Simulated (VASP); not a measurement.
# Bi (C2/m) in VASP: vibrations by perturbation theory with PBEsol

Aim: the vibrations by perturbation theory of Bi with PBEsol.

All numbers are computed with VASP 6.6.1; they aren't measurements. Logs are shortened: lines on timing, memory, paths and dates and some standing lists are left out, and cuts for length are marked.

## Step 1: The cell of the first run

Symmetry: C2/m, No. 12, monoclinic system. Conventional cell: a = 6.977 Å, b = 6.265 Å, c = 3.359 Å, α = 90.00°, β = 112.04°, γ = 90.00°. Within 4.2 Å of Bi (site symmetry m) lie 9 Bi at 3.21 to 3.99 Å.

## Step 2: Vibrations by perturbation theory, PBEsol

INCAR

```
SYSTEM = Bi
PREC = Accurate ; ENCUT = 520
EDIFF = 1E-8 ; ISMEAR = -1
SIGMA = 0.05 ; LREAL = .FALSE.
LASPH = .TRUE. ; NELM = 80
ALGO = Normal ; ISIF = 2
LWAVE = .FALSE. ; LCHARG = .FALSE.
GGA = PS ; NBANDS = 22
IBRION = 8 ; NSW = 1
```

KPOINTS

```
Automatic mesh
0
G
  6 6 8
  0 0 0
```

POSCAR

```
Bi
1.0
    3.4885980000     -3.1325780000      0.0000000000
    3.4885980000      3.1325780000      0.0000000000
   -1.2602350000      0.0000000000      3.1135500000
Bi
2
Direct
    0.7530610000      0.7530610000      0.8573820000
    0.2469390000      0.2469390000      0.1426180000
```

Potentials or basis: VASP PAW PBE potentials, release 64 (Bi_d).

On the command line:

```
$ cat potpaw_PBE.64/Bi_d/POTCAR > POTCAR
$ mpirun -np 1 vasp_std > vasp.out
```

OUTCAR:

```text
SYSTEM = Bi
   PREC = Accurate
   ENCUT = 520
   EDIFF = 1E-8
   ISMEAR = -1
   LREAL = .FALSE.
   LASPH = .TRUE.
   NELM = 80
   ISIF = 2
   GGA = PS
   IBRION = 8
   NSW = 1

 ion  position               nearest neighbor table
   1  0.753  0.753  0.857-   2 3.21   2 3.28   2 3.28   2 3.45
   2  0.247  0.247  0.143-   1 3.21   1 3.28   1 3.28   1 3.45

  LATTYP: Found a base centered monoclinic cell.
 ALAT       =     6.9771960000
 B/A-ratio  =     0.8979475423
 C/A-ratio  =     0.4814149259
 COS(beta)  =    -0.3751898342

  Lattice vectors:

 A1 = (   3.4885980000,  -3.1325780000,   0.0000000000)
 A2 = (   3.4885980000,   3.1325780000,   0.0000000000)
 A3 = (  -1.2602350000,   0.0000000000,   3.1135500000)

Analysis of symmetry for initial positions (statically):
=====================================================================
 Subroutine PRICEL returns:
 Original cell was already a primitive cell.

 Routine SETGRP: Setting up the symmetry group for a
 base centered monoclinic supercell.

 Subroutine GETGRP returns: Found  4 space group operations
 (whereof  4 operations were pure point group operations)
 out of a pool of  4 trial point group operations.

The static configuration has the point symmetry C_2h.

Analysis of symmetry for dynamics (positions and initial velocities):
=====================================================================
 Subroutine PRICEL returns:
 Original cell was already a primitive cell.

 Routine SETGRP: Setting up the symmetry group for a
 base centered monoclinic supercell.

 Subroutine GETGRP returns: Found  4 space group operations
 (whereof  4 operations were pure point group operations)
 out of a pool of  4 trial point group operations.

The dynamic configuration has the point symmetry C_2h.

 Subroutine INISYM returns: Found  4 space group operations
 (whereof  4 operations are pure point group operations),
 and found     1 'primitive' translations

----------------------------------------------------------------------------------------

                                     Primitive cell

  volume of cell :      68.0517

  direct lattice vectors                    reciprocal lattice vectors
     3.488598000 -3.132578000  0.000000000     0.143324052 -0.159612945  0.058011590
     3.488598000  3.132578000  0.000000000     0.143324052  0.159612945  0.058011590
    -1.260235000  0.000000000  3.113550000     0.000000000  0.000000000  0.321176792

  length of vectors
     4.688641694  4.688641694  3.358926295     0.222223807  0.222223807  0.321176792

  position of ions in fractional coordinates (direct lattice)
     0.753061000  0.753061000  0.857382000
     0.246939000  0.246939000  0.142618000

  ion indices of the primitive-cell ions
   primitive index   ion index
                 1           1
                 2           2

----------------------------------------------------------------------------------------

 KPOINTS: Automatic mesh

Automatic generation of k-mesh.
 Grid dimensions read from file:
 generate k-points for:    6    6    8

 Generating k-lattice:

  Cartesian coordinates                     Fractional coordinates (reciprocal lattice)
     0.023887342 -0.026602157  0.009668598     0.166666667  0.000000000 -0.000000000
     0.023887342  0.026602157  0.009668598     0.000000000  0.166666667 -0.000000000
     0.000000000  0.000000000  0.040147099     0.000000000  0.000000000  0.125000000

  Length of vectors
[... 79 lines left out ...]
   LORBIT       =      0    0 simple, 1 ext, 2 COOP (PROOUT), +10 PAW based schemes
   GGA     = PS    functional components
   LHFCALC =     F    Hartree Fock is set to
   AEXX    =    0.0000 exact exchange contribution
   IVDW    =     0    specifies the selected vdW correction
   LEPSILON=     F    determine dielectric tensor
   LRPA    =     F    only Hartree local field effects (RPA)
 non-spin polarized calculation
  energy-cutoff  :      520.00
  volume of cell :       68.05
 maximum number of plane-waves:      1849
   NGX = 17   NGY = 17   NGZ = 13

--------------------------------------- Ionic step        1  -------------------------------------------

 number of electron      30.0000001 magnetization

 Free energy of the ion-electron system (eV)
  ---------------------------------------------------
  ext. energy  EPLUGINS =         0.00000000
  ---------------------------------------------------
  free energy    TOTEN  =        -8.54595964 eV

  energy without entropy =       -8.53736837  energy(sigma->0) =       -8.54166401

 E-fermi :   6.5833     XC(G=0):  -9.9391

 val. band max:        6.5190740120   @ k =  -0.3333   0.5000   0.2500
 cond. band min:       6.5879829085   @ k =  -0.1667   0.1667   0.2500
 fundamental gap:      0.0689088965
 Fermi energy:         6.5833120320

 k-point     1 :       0.0000    0.0000    0.0000
  band No.  band energies     occupation
      1     -16.2928      2.00000
      2     -16.2544      2.00000
      3     -16.2101      2.00000
      4     -16.1949      2.00000
      5     -16.1053      2.00000
      6     -16.0815      2.00000
[... 589 lines left out ...]
     21      15.6437      0.00000
     22      15.7269      0.00000

 [... further k-points ...]

------------------------ aborting loop because EDIFF is reached ----------------------------------------

  FORCE on cell =-STRESS in cart. coord.  units (eV):
  Direction    XX          YY          ZZ          XY          YZ          ZX
  --------------------------------------------------------------------------------------
  -------------------------------------------------------------------------------------
  Total       -1.1568248     -1.3593892     -0.6480634      0.0000000      0.0000000     -0.1754965
  in kB      -27.2357603    -32.0048461    -15.2577123      0.0000000      0.0000000     -4.1318109
  external PRESSURE =     -24.8327729 kB  Pullay stress =       0.0000000 kB

 VOLUME and BASIS-vectors are now :
 -----------------------------------------------------------------------------
  energy-cutoff  :      520.00
  volume of cell :       68.05
      direct lattice vectors                 reciprocal lattice vectors
     3.488598000 -3.132578000  0.000000000     0.143324052 -0.159612945  0.058011590
     3.488598000  3.132578000  0.000000000     0.143324052  0.159612945  0.058011590
    -1.260235000  0.000000000  3.113550000     0.000000000  0.000000000  0.321176792

 POSITION                                       TOTAL-FORCE (eV/Angst)
 -----------------------------------------------------------------------------------
      4.17375      0.00000      2.66950         0.020556      0.000000      0.026808
      1.54321      0.00000      0.44405        -0.020556      0.000000     -0.026808
 -----------------------------------------------------------------------------------
    total drift:                               -0.000000      0.000000      0.000000

  FREE ENERGIE OF THE ION-ELECTRON SYSTEM (eV)
  ---------------------------------------------------
  free  energy   TOTEN  =        -8.5459596408 eV

  energy  without entropy=       -8.5373683696  energy(sigma->0) =       -8.54166401

[... ionic steps 2 to 3 ...]

--------------------------------------- Ionic step        4  -------------------------------------------

------------------------ aborting loop because EDIFF is reached ----------------------------------------

--------------------------------------- Ionic step        5  -------------------------------------------

------------------------ aborting loop because EDIFF is reached ----------------------------------------

--------------------------------------- Ionic step        6  -------------------------------------------

 Free energy of the ion-electron system (eV)
  ---------------------------------------------------
  ---------------------------------------------------
  free energy    TOTEN  =        -0.32542270 eV

  energy without entropy =       -0.32541837

------------------------ aborting loop because EDIFF is reached ----------------------------------------

 INTERNAL STRAIN TENSOR  FOR ION    1  DIRECTION 3   (eV/Angst):
 -----------------------------------------------------------------------------
    -0.54853  0.00000  0.29959
     0.00000  2.64172  0.00000
     0.11578  0.00000  0.17794

 INTERNAL STRAIN TENSOR FOR ION    2 for displacements in x,y,z  (eV/Angst):
          X           Y           Z          XY          YZ          ZX
  --------------------------------------------------------------------------------
  x    -3.34938     1.56117    -1.22045     0.00000     0.00000    -2.44144
  y     0.00000     0.00000     0.00000    -0.51342    -0.25748     0.00000
  z     0.54853    -2.64172    -0.17794     0.00000     0.00000    -0.29959

 SECOND DERIVATIVES (NOT SYMMETRIZED)
 ------------------------------------
               1X          1Y          1Z          2X          2Y          2Z
  1X    -1.331529    0.000000   -0.194310    1.331529    0.000000    0.194310
  1Y     0.000000   -1.519203    0.000000    0.000000    1.519203    0.000000
  1Z    -0.194262    0.000000   -0.768822    0.194262    0.000000    0.768822
  2X     1.331529    0.000000    0.194310   -1.331529    0.000000   -0.194310
  2Y     0.000000    1.519203    0.000000    0.000000   -1.519203    0.000000
  2Z     0.194262    0.000000    0.768822   -0.194262    0.000000   -0.768822

 Eigenvectors and eigenvalues of the dynamical matrix
 ----------------------------------------------------

   1 f  =    1.885043 THz    11.844074 2PiTHz   62.878265 cm-1     7.795908 meV
             X         Y         Z           dx          dy          dz
      4.173751  0.000000  2.669502     0.000000   -0.707107    0.000000
      1.543210  0.000000  0.444048    -0.000000    0.707107   -0.000000
[... 21 lines left out ...]
   6 f  =    0.000000 THz     0.000000 2PiTHz    0.000000 cm-1     0.000000 meV
             X         Y         Z           dx          dy          dz
      4.173751  0.000000  2.669502    -0.290093    0.563737   -0.313124
      1.543210  0.000000  0.444048    -0.290093    0.563737   -0.313124

--------------------------------------------------------------------------------------------------------

 ELASTIC MODULI CONTR FROM IONIC RELAXATION (kBar)
 Direction    XX          YY          ZZ          XY          YZ          ZX
 --------------------------------------------------------------------------------
 XX        -232.5662    187.0913    -72.2829     -0.0000     -0.0000   -146.4560
 YY         187.0913   -304.8999     33.7022      0.0000      0.0000     72.5615
 ZZ         -72.2829     33.7022    -26.3369     -0.0000     -0.0000    -52.6855
 XY          -0.0000      0.0000     -0.0000     -4.0850     -2.0486     -0.0000
 YZ          -0.0000      0.0000     -0.0000     -2.0486     -1.0274     -0.0000
 ZX        -146.4560     72.5615    -52.6855     -0.0000     -0.0000   -105.4953
 --------------------------------------------------------------------------------
```

Wall time 8.5 min (1 thread of AMD EPYC 9R45 (Zen 5), shared host); peak memory 0.48 GiB.

Results:

```yaml
Highest_phonon_frequency_at_Γ: 63 cm⁻¹
```

Phonon frequencies in cm⁻¹ (negative: imaginary):
| q point | frequencies |
| --- | --- |
| (0.000, 0.000, 0.000) | 0 0 0 43 60 63 |

Caveat: the cell stands under pressure or tension, which shifts response properties; the PAW data sets were made with another functional, which shifts forces and pressure a little; spin-orbit coupling is left out, which moves the levels of the heavy elements.
